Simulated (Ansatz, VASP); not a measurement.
One calculation of Pd, two programs

The input POSCAR:

```
Pd
1.0
    2.5140960172      0.0000000000      0.0000000000
    0.0000000000      2.5140960172      0.0000000000
    0.0000000000      0.0000000000      2.5140960172
Pd
1
Direct
    0.0000000000      0.0000000000      0.0000000000
```

Contents of INCAR.step1:

```
PREC = Accurate
ENCUT = 590
ISMEAR = -1
SIGMA = 0.1
LREAL = F
LASPH = T
NELM = 120
GGA = PE
ALGO = Normal
EDIFF = 1E-5
LWAVE = T
LCHARG = F
GGA_COMPAT = F
IBRION = 2
ISIF = 3
EDIFFG = -0.005
NELMIN = 4
NSW = 100
```

The input INCAR.step2:

```
PREC = Accurate
ENCUT = 590
EDIFF = 1E-7
ISMEAR = -1
SIGMA = 0.1
LREAL = F
LASPH = T
NELM = 120
ALGO = Normal
ISIF = 3
LWAVE = F
LCHARG = F
METAGGA = R2SCAN
LMIXTAU = T
IBRION = 2
NSW = 80
EDIFFG = -0.01
ISTART = 1
GGA_COMPAT = F
NELMIN = 4
```

File KPOINTS:

```
regular mesh
0
Gamma
  12 12 12
```

Input for Ansatz:

```yaml
crystal:
  lattice:
    - [2.5140960172, 0.0, 0.0]
    - [0.0, 2.5140960172, 0.0]
    - [0.0, 0.0, 2.5140960172]
  atoms:
    - { symbol: Pd, position: [0.0, 0.0, 0.0] }
hamiltonian:
  xc: r2scan
  pseudopotentials:
    kind: paw
    azcp:
      Pd: "pseudopotentials/Pd.paw.azcp"
basis:
  ecutwfc: 500
  fft_grid_basis: typed
kpoints:
  mp_grid: { grid: [12, 12, 12], shift: [0, 0, 0] }
magnetization:
  spin_polarized: false
scf:
  occupations: { method: fermi_dirac, width: 0.1 }
relax:
  max_steps: 60
  f_tol: 0.01
  cell: {}
```

Alike in both runs: task relaxation of cell and atoms; functional r2SCAN; k mesh 12 × 12 × 12; occupations fermi-dirac, width 0.1 eV; no spin polarisation.

|  | VASP | Ansatz |
| --- | --- | --- |
| version | VASP 6.6.1 | Ansatz 0.2.0 |
| potentials or method | VASP PAW PBE potentials, release 64 (Pd_sv_GW), cutoff 590 eV | plane waves (500 eV) with PAW, scalar-relativistic |
| valence electrons in the cell | 18 | 18 |

VASP gave:

* relaxed volume (Å³/atom): 17.12
* relaxed cell length with the largest relative difference (Å): 2.577

Question: What did Ansatz give for the same quantities?

Answer: Relaxed volume (Å³/atom): 17.35; relaxed cell length with the largest relative difference (Å): 2.589.

VASP's potentials were made for PBE, not for r2SCAN.
